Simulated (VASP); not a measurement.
KCl:

```
K Cl
1.0
     3.78731    0.00000    0.00000
     0.00000    3.78731    0.00000
     0.00000    0.00000    3.78731
K Cl
1 1
Direct
  0.00000 0.00000 0.00000
  0.50000 0.50000 0.50000
```

Base run:

```yaml
Program: VASP 6.6.1
Functional: r2SCAN
Potentials_or_basis: VASP PAW PBE potentials, release 64 (K_sv, Cl)
Cutoff: 550 eV
k_mesh: 7 × 7 × 7
Occupations: fermi-dirac, width 0.05 eV
Spin: no spin polarisation
```

Its results: band gap on the k mesh 5.77 eV, indirect (least direct gap 5.96 eV); pressure -0.3 GPa.

Question: After a change of settings the same cell gave: band gap on the k mesh 4.56 eV, indirect (least direct gap 4.76 eV); pressure -2.6 GPa. Which change was it?
A. functional from r2SCAN to PBEsol; cutoff from 550 eV to 520 eV
B. cutoff from 550 eV to 520 eV; further incar settings from ALGO = Normal; EDIFF = 1e-06; NBANDS = 15 to ALGO = Normal; EDIFF = 1e-07; NBANDS = 15
C. functional from r2SCAN to PBE; cutoff from 550 eV to 520 eV
D. functional from r2SCAN to LDA; potentials or basis from VASP PAW PBE potentials, release 64 (K_sv, Cl) to VASP PAW LDA potentials, release 64 (K_sv, Cl); cutoff from 550 eV to 520 eV

Answer: D.

Caveats: the PAW data sets were made with another functional, which shifts forces and pressure a little (some runs).
